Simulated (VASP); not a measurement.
# HfB (Fm-3m) in VASP: further runs, part 2 of 2

VASP 6.6.1.

## Step 3: Single point, PBE

Input file INCAR:

```
SYSTEM = HfB
ALGO = Normal ; EDIFF = 1E-7
ENCUT = 520 ; GGA = PE
ISIF = 2 ; ISMEAR = -1
LASPH = .True. ; LCHARG = .False.
LREAL = .False. ; LWAVE = .False.
NBANDS = 14 ; NELM = 80
PREC = Accurate ; SIGMA = 0.05
```

Input file KPOINTS:

```
k-points
0
Gamma
  13 13 13
  0 0 0
```

Input file POSCAR:

```
HfB
1.0
    0.0000000000      2.3100000000      2.3100000000
    2.3100000000      0.0000000000      2.3100000000
    2.3100000000      2.3100000000      0.0000000000
Hf B
1 1
Direct
    0.5000000000      0.5000000000      0.5000000000
    0.0000000000      0.0000000000      0.0000000000
```

Potentials or basis: VASP PAW PBE potentials, release 64 (Hf_pv, B).

The run is started by

```bash
cat potpaw_PBE.64/Hf_pv/POTCAR potpaw_PBE.64/B/POTCAR > POTCAR
mpirun -np 1 vasp_std > vasp.out
```

OUTCAR:

```text
SYSTEM = HfB
   EDIFF = 1E-7
   ENCUT = 520
   GGA = PE
   ISIF = 2
   ISMEAR = -1
   LASPH = .True.
   LREAL = .False.
   NELM = 80
   PREC = Accurate

 ion  position               nearest neighbor table
   1  0.500  0.500  0.500-   2 2.31   2 2.31   2 2.31   2 2.31   2 2.31   2 2.31
   2  0.000  0.000  0.000-   1 2.31   1 2.31   1 2.31   1 2.31   1 2.31   1 2.31

  LATTYP: Found a face centered cubic cell.
 ALAT       =     4.6200000000

  Lattice vectors:

 A1 = (   0.0000000000,   2.3100000000,   2.3100000000)
 A2 = (   2.3100000000,   0.0000000000,   2.3100000000)
 A3 = (   2.3100000000,   2.3100000000,   0.0000000000)

Analysis of symmetry for initial positions (statically):
=====================================================================
 Subroutine PRICEL returns:
 Original cell was already a primitive cell.

 Routine SETGRP: Setting up the symmetry group for a
 face centered cubic supercell.

 Subroutine GETGRP returns: Found 48 space group operations
 (whereof 48 operations were pure point group operations)
 out of a pool of 48 trial point group operations.

The static configuration has the point symmetry O_h .

Analysis of symmetry for dynamics (positions and initial velocities):
=====================================================================
 Subroutine PRICEL returns:
 Original cell was already a primitive cell.

 Routine SETGRP: Setting up the symmetry group for a
 face centered cubic supercell.

 Subroutine GETGRP returns: Found 48 space group operations
 (whereof 48 operations were pure point group operations)
 out of a pool of 48 trial point group operations.

The dynamic configuration has the point symmetry O_h .

 Subroutine INISYM returns: Found 48 space group operations
 (whereof 48 operations are pure point group operations),
 and found     1 'primitive' translations

----------------------------------------------------------------------------------------

                                     Primitive cell

  volume of cell :      24.6528
[... 108 lines left out ...]
     AMIX     =   0.40;   BMIX     =  1.00
     AMIX_MAG =   1.60;   BMIX_MAG =  1.00
  volume/ion in A,a.u.               =      12.33        83.18
  Fermi-wavevector in a.u.,A,eV,Ry     =   1.322617  2.499383 23.800871  1.749315
  Thomas-Fermi vector in A             =   2.452285
   LORBIT       =      0    0 simple, 1 ext, 2 COOP (PROOUT), +10 PAW based schemes
   GGA     = PE    functional components
[... 5 lines left out ...]
 non-spin polarized calculation
  energy-cutoff  :      520.00
  volume of cell :       24.65
 maximum number of plane-waves:       676
   NGX = 13   NGY = 13   NGZ = 13

 number of electron      13.0000002 magnetization

 Free energy of the ion-electron system (eV)
  ---------------------------------------------------
  ext. energy  EPLUGINS =         0.00000000
  ---------------------------------------------------
  free energy    TOTEN  =       -17.15586538 eV

  energy without entropy =      -17.14747171  energy(sigma->0) =      -17.15166854

 E-fermi :   5.1069     XC(G=0): -12.3033

 val. band max:        5.0497147737   @ k =   0.3077   0.2308   0.0769
 cond. band min:       5.1149121865   @ k =  -0.4615   0.3077   0.0769
 fundamental gap:      0.0651974128
 Fermi energy:         5.1068584161

 k-point     1 :       0.0000    0.0000    0.0000
  band No.  band energies     occupation
      1     -23.1705      2.00000
      2     -23.1705      2.00000
      3     -23.1705      2.00000
      4      -4.4486      2.00000
      5       7.3279      0.00000
      6       7.3279      0.00000
      7       7.3279      0.00000
      8       9.0811      0.00000
      9       9.0811      0.00000
     10       9.0811      0.00000
     11       9.3538      0.00000
     12       9.3538      0.00000
     13      16.8031      0.00000
     14      18.1363      0.00000
[... 377 lines left out ...]
      1     -23.8077      2.00000
      2     -23.3316      2.00000
      3     -23.2918      2.00000
      4      -0.5283      2.00000
      5       1.7495      2.00000
      6       3.9492      2.00000
      7       4.4915      1.99999
      8       9.4104      0.00000
      9      11.8961      0.00000
     10      12.5893      0.00000
     11      15.7659      0.00000
     12      16.2429      0.00000
     13      19.5984      0.00000
     14      20.2027      0.00000

 [... further k-points ...]
[... 5 lines left out ...]
  --------------------------------------------------------------------------------------
  -------------------------------------------------------------------------------------
  Total        4.7088755      4.7088755      4.7088755      0.0000000      0.0000000     -0.0000000
  in kB      306.0284902    306.0284902    306.0284902      0.0000000      0.0000000     -0.0000000
  external PRESSURE =     306.0284902 kB  Pullay stress =       0.0000000 kB

 VOLUME and BASIS-vectors are now :
 -----------------------------------------------------------------------------
  energy-cutoff  :      520.00
  volume of cell :       24.65
      direct lattice vectors                 reciprocal lattice vectors
     0.000000000  2.310000000  2.310000000    -0.216450216  0.216450216  0.216450216
     2.310000000  0.000000000  2.310000000     0.216450216 -0.216450216  0.216450216
     2.310000000  2.310000000  0.000000000     0.216450216  0.216450216 -0.216450216

 POSITION                                       TOTAL-FORCE (eV/Angst)
 -----------------------------------------------------------------------------------
      2.31000      2.31000      2.31000        -0.000000     -0.000000      0.000000
      0.00000      0.00000      0.00000         0.000000      0.000000     -0.000000
 -----------------------------------------------------------------------------------
    total drift:                               -0.000000     -0.000000      0.000000

  FREE ENERGIE OF THE ION-ELECTRON SYSTEM (eV)
  ---------------------------------------------------
  free  energy   TOTEN  =       -17.1558653812 eV

  energy  without entropy=      -17.1474717063  energy(sigma->0) =      -17.15166854
```

OSZICAR:

```text
N       E                     dE             d eps       ncg     rms          rms(c)
DAV:   1     0.226214410376E+02    0.22621E+02   -0.69991E+03  2352   0.872E+02
DAV:   2    -0.178022989513E+02   -0.40424E+02   -0.38388E+02  2910   0.195E+02
DAV:   3    -0.187941172276E+02   -0.99182E+00   -0.98462E+00  2942   0.211E+01
DAV:   4    -0.187973730502E+02   -0.32558E-02   -0.32557E-02  2664   0.148E+00
DAV:   5    -0.187973897977E+02   -0.16748E-04   -0.16747E-04  3030   0.952E-02    0.665E+01
DAV:   6    -0.172152948822E+02    0.15821E+01   -0.25527E+00  2814   0.993E+00    0.419E+01
DAV:   7    -0.171895549864E+02    0.25740E-01   -0.87219E-01  3078   0.573E+00    0.949E+00
DAV:   8    -0.171557398920E+02    0.33815E-01   -0.10276E-01  2634   0.195E+00    0.108E+00
DAV:   9    -0.171558867796E+02   -0.14689E-03   -0.55476E-03  3084   0.537E-01    0.148E-01
DAV:  10    -0.171558675427E+02    0.19237E-04   -0.18174E-04  2598   0.900E-02    0.387E-02
DAV:  11    -0.171558652954E+02    0.22473E-05   -0.14856E-05  2850   0.265E-02    0.103E-02
DAV:  12    -0.171558653812E+02   -0.85822E-07   -0.42695E-07  3042   0.516E-03
   1 F= -.17155865E+02 E0= -.17151669E+02  d E =-.839367E-02
```

stdout:

```text
POSCAR found type information on POSCAR HfB
 POSCAR found :  2 types and       2 ions
 scaLAPACK will be used
 LDA part: xc-table for (Slater+PW92), standard interpolation
 POSCAR, INCAR and KPOINTS ok, starting setup
 FFT: planning ... GRIDC
 FFT: planning ... GRID_SOFT
 FFT: planning ... GRID
 WAVECAR not read
 entering main loop
```

It took 27 s on 1 thread of Intel Xeon 8259CL, shared host; peak memory 0.16 GiB.

Results:

```yaml
Free_energy: -17.1559 eV
Pressure: 30.6 GPa
```

Levels at points of the mesh, in eV from the Fermi level:
| k point | band 3 | band 4 | band 5 | band 6 | band 7 | band 8 | band 9 | band 10 | band 11 | band 12 |
| --- | --- | --- | --- | --- | --- | --- | --- | --- | --- | --- |
| (0.00, 0.00, 0.00) | -28.28 | -9.56 | 2.22 | 2.22 | 2.22 | 3.97 | 3.97 | 3.97 | 4.25 | 4.25 |

Caveat: spin-orbit coupling is left out, which moves the levels of the heavy elements.
